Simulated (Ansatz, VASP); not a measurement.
# SnO in VASP and in Ansatz

INCAR

```
SYSTEM = SnO
PREC = Accurate ; ENCUT = 1340
EDIFF = 1E-6 ; ISMEAR = 0
SIGMA = 0.1 ; LREAL = .False.
LASPH = .True. ; NELM = 120
ALGO = Normal ; ISIF = 2
LWAVE = .False. ; LCHARG = .False.
GGA = PE ; IVDW = 12
NBANDS = 28 ; GGA_COMPAT = .False.
```

File KPOINTS:

```
regular mesh
0
Gamma
  4 4 4
  0 0 0
```

File POSCAR:

```
SnO
1.0
    3.8365550865      0.0000000000      0.0000000000
    0.0000000000      3.8365550865      0.0000000000
    0.0000000000      0.0000000000      4.7594503556
Sn O
2 2
Direct
    0.5000000000      0.0000000000      0.2434679931
    0.0000000000      0.5000000000      0.7565320069
    0.0000000000      0.0000000000      0.0000000000
    0.5000000000      0.5000000000      0.0000000000
```

Input for Ansatz:

```yaml
crystal:
  lattice:
    - [3.8365550865, 0.0, 0.0]
    - [0.0, 3.8365550865, 0.0]
    - [0.0, 0.0, 4.7594503556]
  atoms:
    - { symbol: Sn, position: [0.5, 0.0, 0.2434679931] }
    - { symbol: Sn, position: [0.0, 0.5, 0.7565320069] }
    - { symbol: O, position: [0.0, 0.0, 0.0] }
    - { symbol: O, position: [0.5, 0.5, 0.0] }
basis:
  ecutwfc: 420
kpoints:
  mp_grid: { grid: [4, 4, 4] }
  band_path:
    path:
      - [0.0, 0.0, 0.0]
      - [0.0, 0.5, 0.0]
      - [0.5, 0.5, 0.0]
      - [0.0, 0.0, 0.5]
      - [0.0, 0.5, 0.5]
      - [0.5, 0.5, 0.5]
      - [0.0, 0.08333333, 0.0]
    npoints: 1
hamiltonian:
  xc: pbe
  dispersion: d3bj
scf:
  occupations: { method: gaussian, width: 0.1 }
  n_extra_bands: 5
output:
  forces: true
  stress: true
  eigenvalues: true
```

Alike in both runs: task single point; functional PBE; dispersion D3(BJ); k mesh 4 × 4 × 4; occupations gaussian, width 0.1 eV; no spin polarisation.

|  | VASP | Ansatz |
| --- | --- | --- |
| version | VASP 6.6.1 | Ansatz 0.2.0 |
| potentials or method | VASP PAW PBE potentials, release 64 (Sn_d, O_h), cutoff 1340 eV | scalar-relativistic, plane waves, PAW |
| valence electrons in the cell | 40 | 40 |

VASP gave:

- pressure (GPa): 0.1
- traceless stress, the component that is largest in VASP (GPa): 0.23
- rms of the force components (eV/Å): 0.054

Problem. Which values does Ansatz return?

Solution. Pressure (GPa): -0.1; traceless stress, the component that is largest in VASP (GPa): 0.18; rms of the force components (eV/Å): 0.026.

Atom by atom the forces differ by 0.028 eV/Å (rms over components).
